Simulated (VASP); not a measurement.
The system is MgB2.

```
CELL_PARAMETERS angstrom
3.06429 0.00000 0.00000
-1.53215 2.65376 0.00000
0.00000 0.00000 3.49935
ATOMIC_POSITIONS crystal
Mg 0.00000 0.00000 0.00000
B 0.66667 0.33333 0.50000
B 0.33333 0.66667 0.50000
```

This cell differs from its parent crystal: volume scaled by 0.98.

Base run:

```yaml
Program: VASP 6.6.1
Functional: PBEsol
Potentials_or_basis: VASP PAW PBE potentials, release 64 (Mg, B)
Cutoff: 520 eV
k_mesh: 10 × 10 × 8
Occupations: fermi-dirac, width 0.05 eV
Spin: no spin polarisation
```

Its results: band gap on the k mesh zero (band 4 reaches 6.48 eV, above the bottom of band 5 at 3.97 eV); pressure 0.0 GPa.

Q: The run is repeated on the same cell with these changes: further incar settings from ALGO = Normal; EDIFF = 1e-07; NBANDS = 11 to ALGO = Normal; EDIFF = 1e-06; NBANDS = 11; dispersion from none to D3(BJ). What comes out?

A: Band gap on the k mesh zero (band 4 reaches 6.48 eV, above the bottom of band 5 at 3.97 eV); pressure -4.1 GPa.

Caveats: the PAW data sets were made with another functional, which shifts forces and pressure a little; pairwise dispersion overbinds metals, which lowers pressure and volume (some runs).
